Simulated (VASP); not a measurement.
# MnMo3 (Pm-3m) in VASP: notebook

The runs below take MnMo3 through single point, relaxation of cell and atoms, with PBE.

Program: VASP 6.6.1. These are calculated values, not measurements. Logs are shortened: lines on timing, memory, paths and dates and some standing lists are left out, and cuts for length are marked.

## Step 1: The cell of the first run

The structure is cubic, space group Pm-3m (No. 221). The conventional cell has a = 3.927 Å, b = 3.927 Å, c = 3.927 Å, α = 90.00°, β = 90.00°, γ = 90.00°. Mn (site symmetry m-3m) has 12 Mo at 2.78 Å within 3.7 Å. Mo (site symmetry 4/mmm) has 4 Mn at 2.78 Å and 8 Mo at 2.78 Å within 3.7 Å.

## Step 2: Single point, PBE, collinear spin, ferromagnetic start

Input file INCAR:

```
SYSTEM = MnMo3
PREC = Accurate
ENCUT = 520
EDIFF = 1E-7
ISMEAR = 0
SIGMA = 0.1
LREAL = .FALSE.
LASPH = .TRUE.
NELM = 150
ALGO = Normal
ISIF = 2
LWAVE = .FALSE.
LCHARG = .FALSE.
ISPIN = 2
MAGMOM = 1.76 0 0 0
LORBIT = 11
LMAXMIX = 4
GGA = PE
NBANDS = 40
```

Input file KPOINTS:

```
regular mesh
0
G
  4 4 4
  0 0 0
```

Input file POSCAR:

```
MnMo3
1.0
    3.9272484826      0.0000000000      0.0000000000
    0.0000000000      3.9272484826      0.0000000000
    0.0000000000      0.0000000000      3.9272484826
Mn Mo
1 3
Direct
    0.0000000000      0.0000000000      0.0000000000
    0.0000000000      0.5000000000      0.5000000000
    0.5000000000      0.0000000000      0.5000000000
    0.5000000000      0.5000000000      0.0000000000
```

Potentials or basis: VASP PAW PBE potentials, release 64 (Mn_pv, Mo_sv).

Started as:

```bash
$ cat potpaw_PBE.64/Mn_pv/POTCAR potpaw_PBE.64/Mo_sv/POTCAR > POTCAR
$ mpirun -np 1 vasp_std > vasp.out
```

OUTCAR:

```text
SYSTEM = MnMo3
   PREC = Accurate
   ENCUT = 520
   EDIFF = 1E-7
   ISMEAR = 0
   LREAL = .FALSE.
   LASPH = .TRUE.
   NELM = 150
   ISIF = 2
   ISPIN = 2
   LORBIT = 11
   GGA = PE

 ion  position               nearest neighbor table
   1  0.000  0.000  0.000-   2 2.78   3 2.78   4 2.78   2 2.78   3 2.78   2 2.78   4 2.78   2 2.78
                             3 2.78   4 2.78   3 2.78   4 2.78
   2  0.000  0.500  0.500-   1 2.78   3 2.78   4 2.78   1 2.78   4 2.78   1 2.78   3 2.78   1 2.78
                             3 2.78   4 2.78   4 2.78   3 2.78
   3  0.500  0.000  0.500-   1 2.78   2 2.78   4 2.78   1 2.78   4 2.78   2 2.78   4 2.78   4 2.78
                             1 2.78   2 2.78   1 2.78   2 2.78
   4  0.500  0.500  0.000-   1 2.78   2 2.78   3 2.78   2 2.78   3 2.78   1 2.78   3 2.78   3 2.78
                             1 2.78   2 2.78   2 2.78   1 2.78

  LATTYP: Found a simple cubic cell.
 ALAT       =     3.9272484826

  Lattice vectors:

 A1 = (   3.9272484826,   0.0000000000,   0.0000000000)
 A2 = (   0.0000000000,   3.9272484826,   0.0000000000)
 A3 = (   0.0000000000,   0.0000000000,   3.9272484826)

Analysis of symmetry for initial positions (statically):
=====================================================================
 Subroutine PRICEL returns:
 Original cell was already a primitive cell.

 Routine SETGRP: Setting up the symmetry group for a
 simple cubic supercell.

 Subroutine GETGRP returns: Found 48 space group operations
 (whereof 48 operations were pure point group operations)
 out of a pool of 48 trial point group operations.

The static configuration has the point symmetry O_h .

Analysis of symmetry for dynamics (positions and initial velocities):
=====================================================================
 Subroutine PRICEL returns:
 Original cell was already a primitive cell.

 Routine SETGRP: Setting up the symmetry group for a
 simple cubic supercell.

 Subroutine GETGRP returns: Found 48 space group operations
 (whereof 48 operations were pure point group operations)
 out of a pool of 48 trial point group operations.

The dynamic configuration has the point symmetry O_h .

Analysis of structural, dynamic, and magnetic symmetry:
=====================================================================
 Subroutine PRICEL returns:
 Original cell was already a primitive cell.

 Routine SETGRP: Setting up the symmetry group for a
 simple cubic supercell.

 Subroutine GETGRP returns: Found 48 space group operations
 (whereof 48 operations were pure point group operations)
 out of a pool of 48 trial point group operations.

The overall configuration has the point symmetry O_h .

 Subroutine INISYM returns: Found 48 space group operations
 (whereof 48 operations are pure point group operations),
 and found     1 'primitive' translations

----------------------------------------------------------------------------------------

                                     Primitive cell

  volume of cell :      60.5711

  direct lattice vectors                    reciprocal lattice vectors
     3.927248483  0.000000000  0.000000000     0.254631202  0.000000000  0.000000000
     0.000000000  3.927248483  0.000000000     0.000000000  0.254631202  0.000000000
     0.000000000  0.000000000  3.927248483     0.000000000  0.000000000  0.254631202

  length of vectors
     3.927248483  3.927248483  3.927248483     0.254631202  0.254631202  0.254631202

  position of ions in fractional coordinates (direct lattice)
     0.000000000  0.000000000  0.000000000
     0.000000000  0.500000000  0.500000000
     0.500000000  0.000000000  0.500000000
     0.500000000  0.500000000  0.000000000

  ion indices of the primitive-cell ions
   primitive index   ion index
                 1           1
                 2           2
                 3           3
                 4           4

----------------------------------------------------------------------------------------

[... 25 lines left out ...]
            Coordinates               Weight
  0.000000  0.000000  0.000000      1.000000
  0.250000  0.000000  0.000000      6.000000
  0.500000  0.000000  0.000000      3.000000
  0.250000  0.250000  0.000000     12.000000
  0.500000  0.250000  0.000000     12.000000
  0.500000  0.500000  0.000000      3.000000
  0.250000  0.250000  0.250000      8.000000
  0.500000  0.250000  0.250000     12.000000
  0.500000  0.500000  0.250000      6.000000
  0.500000  0.500000  0.500000      1.000000
   k-points           NKPTS =     10   k-points in BZ     NKDIM =     10   number of bands    NBANDS=     40
   number of dos      NEDOS =    301   number of ions     NIONS =      4
   total plane-waves  NPLWV =  27000
   dimension x,y,z NGX =    30 NGY =   30 NGZ =   30
   dimension x,y,z NGXF=    60 NGYF=   60 NGZF=   60
   ions per type =               1   3
   NGX,Y,Z   is equivalent  to a cutoff of  12.70, 12.70, 12.70 a.u.
   NGXF,Y,Z  is equivalent  to a cutoff of  25.40, 25.40, 25.40 a.u.
 SYSTEM =  MnMo3
   PREC   = accura    normal or accurate (medium, high low for compatibility)
   ISTART =      0    job   : 0-new  1-cont  2-samecut
   ICHARG =      2    charge: 1-file 2-atom 10-const
   ISPIN  =      2    spin polarized calculation?
   LNONCOLLINEAR =      F non collinear calculations
   LSORBIT =      F    spin-orbit coupling
   LASPH  =      T    aspherical Exc in radial PAW
   ENCUT  =  520.0 eV  38.22 Ry    6.18 a.u.   7.30  7.30  7.30*2*pi/ulx,y,z
   NELM   =    150;   NELMIN=  2; NELMDL= -5     # of ELM steps
   EDIFF  = 0.1E-06   stopping-criterion for ELM
   LREAL  =      F    real-space projection
   EDIFFG = 0.1E-05   stopping-criterion for IOM
   NSW    =      0    number of steps for IOM
   IBRION =     -1    ionic relax: 0-MD 1-quasi-New 2-CG
   NFREE  =      0    steps in history (QN), initial steepest desc. (CG)
   ISIF   =      2    stress and relaxation
   ISYM   =      2    0-nonsym 1-usesym 2-fastsym
   POTIM  = 0.5000    time-step for ionic-motion
   TEBEG  =    0.0;   TEEND  =   0.0 temperature during run
   PSTRESS=    0.0 pullay stress
   NELECT =      55.0000    total number of electrons
   NUPDOWN=      -1.0000    fix difference up-down
   EMIN   =  10.00;   EMAX   =-10.00  energy-range for DOS
   EFERMI =   0.00;   METHOD = LEGACY
   ISMEAR =     0;   SIGMA  =   0.10  broadening in eV -4-tet -1-fermi 0-gaus
   EFERMI_NEDOS =   21; number of points for ismear=-14 and -15
   IALGO  =     38    algorithm
   IMIX   =      4    mixing-type and parameters
     AMIX     =   0.40;   BMIX     =  1.00
     AMIX_MAG =   1.60;   BMIX_MAG =  1.00
  volume/ion in A,a.u.               =      15.14       102.19
  Fermi-wavevector in a.u.,A,eV,Ry     =   1.585285  2.995754 34.193189  2.513128
  Thomas-Fermi vector in A             =   2.684773
   LORBIT       =     11    0 simple, 1 ext, 2 COOP (PROOUT), +10 PAW based schemes
   GGA     = PE    functional components
   LHFCALC =     F    Hartree Fock is set to
   AEXX    =    0.0000 exact exchange contribution
   IVDW    =     0    specifies the selected vdW correction
   LEPSILON=     F    determine dielectric tensor
   LRPA    =     F    only Hartree local field effects (RPA)
 spin polarized calculation
 Gauss-broadening in eV      SIGMA  =   0.10
  energy-cutoff  :      520.00
  volume of cell :       60.57
 maximum number of plane-waves:      1654
 NGX is ok and might be reduce to    30
   NGX = 15   NGY = 15   NGZ = 15

 number of electron      54.9999977 magnetization       0.0027437

 number of electron      54.9999977 magnetization      -0.0008207

 Free energy of the ion-electron system (eV)
  ---------------------------------------------------
  ext. energy  EPLUGINS =         0.00000000
  ---------------------------------------------------
  free energy    TOTEN  =       -40.28535281 eV

  energy without entropy =      -40.24290737  energy(sigma->0) =      -40.26413009

 E-fermi :  10.9451     XC(G=0): -13.2110

 val. band max:       10.9385170969   @ k =   0.5000   0.5000   0.0000
 cond. band min:      10.9472216067   @ k =   0.2500   0.2500   0.0000
 fundamental gap:      0.0087045098
 Fermi energy:        10.9450750525

 spin component 1

 k-point     1 :       0.0000    0.0000    0.0000
  band No.  band energies     occupation
      1     -49.6532      1.00000
      2     -49.3755      1.00000
      3     -49.3755      1.00000
      4     -36.6088      1.00000
      5     -36.6088      1.00000
      6     -36.6088      1.00000
[... 409 lines left out ...]
     38      15.3932      0.00000
     39      15.3932      0.00000
 Fermi energy:        10.9450750525

 spin component 2

 k-point     1 :       0.0000    0.0000    0.0000
  band No.  band energies     occupation
      1     -49.6532      1.00000
      2     -49.3755      1.00000
      3     -49.3755      1.00000
      4     -36.6096      1.00000
      5     -36.6096      1.00000
      6     -36.6096      1.00000
[... 409 lines left out ...]
     38      15.3932      0.00000
     39      15.3932      0.00000
 [bands above 39 left out]

------------------------ aborting loop because EDIFF is reached ----------------------------------------

  FORCE on cell =-STRESS in cart. coord.  units (eV):
  Direction    XX          YY          ZZ          XY          YZ          ZX
  --------------------------------------------------------------------------------------
  -------------------------------------------------------------------------------------
  Total       -1.9731848     -1.9731848     -1.9731848     -0.0000000     -0.0000000      0.0000000
  in kB      -52.1931143    -52.1931143    -52.1931143     -0.0000000     -0.0000000      0.0000000
  external PRESSURE =     -52.1931143 kB  Pullay stress =       0.0000000 kB

 VOLUME and BASIS-vectors are now :
 -----------------------------------------------------------------------------
  energy-cutoff  :      520.00
  volume of cell :       60.57
      direct lattice vectors                 reciprocal lattice vectors
     3.927248483  0.000000000  0.000000000     0.254631202  0.000000000  0.000000000
     0.000000000  3.927248483  0.000000000     0.000000000  0.254631202  0.000000000
     0.000000000  0.000000000  3.927248483     0.000000000  0.000000000  0.254631202

 POSITION                                       TOTAL-FORCE (eV/Angst)
 -----------------------------------------------------------------------------------
      0.00000      0.00000      0.00000         0.000000      0.000000      0.000000
      0.00000      1.96362      1.96362         0.000000      0.000000      0.000000
      1.96362      0.00000      1.96362         0.000000      0.000000      0.000000
      1.96362      1.96362      0.00000         0.000000      0.000000      0.000000
 -----------------------------------------------------------------------------------
    total drift:                                0.000000      0.000000     -0.000000

  FREE ENERGIE OF THE ION-ELECTRON SYSTEM (eV)
  ---------------------------------------------------
  free  energy   TOTEN  =       -40.2853528061 eV

  energy  without entropy=      -40.2429073729  energy(sigma->0) =      -40.26413009

 total charge

# of ion       s       p       d       tot
------------------------------------------
    1        0.375   6.317   5.048  11.739
    2        2.385   6.179   3.909  12.473
    3        2.385   6.179   3.909  12.473
    4        2.385   6.179   3.909  12.473
--------------------------------------------------
tot          7.529  24.854  16.776  49.159

 magnetization (x)

# of ion       s       p       d       tot
------------------------------------------
    1       -0.000  -0.000  -0.001  -0.001
    2        0.000  -0.000  -0.000  -0.000
    3        0.000  -0.000  -0.000  -0.000
    4        0.000  -0.000  -0.000  -0.000
--------------------------------------------------
tot          0.000  -0.000  -0.001  -0.001
```

Wall time 94 s (1 thread of Intel Xeon Platinum 8259CL at 2.50GHz (Skylake/Cascade Lake), shared host); peak memory 0.2 GiB.

What came out:

```
Free energy                                           : -40.2854 eV
Pressure                                              : -5.2 GPa
Net moment                                            : 0.00 μB per cell
Valence electrons inside the program's atomic spheres : Mn 11.74; Mo 12.47
```

Caveat: the k points lie up to 0.40 Å⁻¹ apart; the starting moments collapsed, and a magnetic state may lie lower.

(Continued in part 2 of 2.)
